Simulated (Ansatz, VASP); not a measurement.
ZrS in VASP and in Ansatz

Contents of POSCAR:

```
ZrS
1.0
    0.0000000000      2.6516514692      2.5732775342
    2.6516514692      0.0000000000      2.5732775342
    2.6516514692      2.6516514692      0.0000000000
Zr S
1 1
Direct
    0.0000000000      0.0000000000      0.0000000000
    0.5000000000      0.5000000000      0.5000000000
```

The input INCAR.step1:

```
SYSTEM = ZrS
PREC = Accurate
ENCUT = 520
ISMEAR = 0
SIGMA = 0.15
LREAL = .FALSE.
LASPH = .TRUE.
NELM = 80
NBANDS = 16
GGA = PE
ALGO = Normal
EDIFF = 1E-4
LWAVE = .TRUE.
LCHARG = .FALSE.
```

Contents of INCAR.step2:

```
SYSTEM = ZrS
PREC = Accurate
ENCUT = 520
EDIFF = 1E-6
ISMEAR = 0
SIGMA = 0.15
LREAL = .FALSE.
LASPH = .TRUE.
NELM = 80
ALGO = Normal
ISIF = 2
LWAVE = .FALSE.
LCHARG = .FALSE.
METAGGA = R2SCAN
LMIXTAU = .TRUE.
NBANDS = 16
ISTART = 1
```

Contents of KPOINTS:

```
regular mesh
0
G
  20 20 20
  0 0 0
```

Input for Ansatz:

```yaml
crystal:
  lattice:
    - [0.0, 2.6516514692, 2.5732775342]
    - [2.6516514692, 0.0, 2.5732775342]
    - [2.6516514692, 2.6516514692, 0.0]
  atoms:
    - { symbol: Zr, position: [0.0, 0.0, 0.0] }
    - { symbol: S, position: [0.5, 0.5, 0.5] }
basis:
  ecutwfc: 500
kpoints:
  mp_grid: { grid: [20, 20, 20] }
hamiltonian:
  xc: r2scan
scf:
  occupations: { method: gaussian, width: 0.15 }
output:
  forces: true
  stress: true
  eigenvalues: true
```

Change from the starting cell: strain +0.015 along x and y, -0.015 along z, atoms carried along.

Alike in both runs: task single point; functional r2SCAN; k mesh 20 × 20 × 20; occupations gaussian, width 0.15 eV; no spin polarisation.

|  | VASP | Ansatz |
| --- | --- | --- |
| version | VASP 6.6.1 | Ansatz 0.2.0 |
| potentials or method | VASP PAW PBE potentials, release 64 (Zr_sv, S), cutoff 520 eV | scalar-relativistic, plane waves, PAW |
| valence electrons in the cell | 18 | 18 |

|  | VASP | Ansatz | Ansatz less VASP |
| --- | --- | --- | --- |
| gap on the k mesh at the Fermi level (eV) | none | none | - |
| pressure (GPa) | -1.7 | -1.7 | +0.01 |
| traceless stress, the component that is largest in VASP (GPa) | 5.68 | 5.67 | -0.017 |

VASP's potentials were made for PBE, not for r2SCAN. A gap of «none» marks a metal or a gap that the smearing closes.
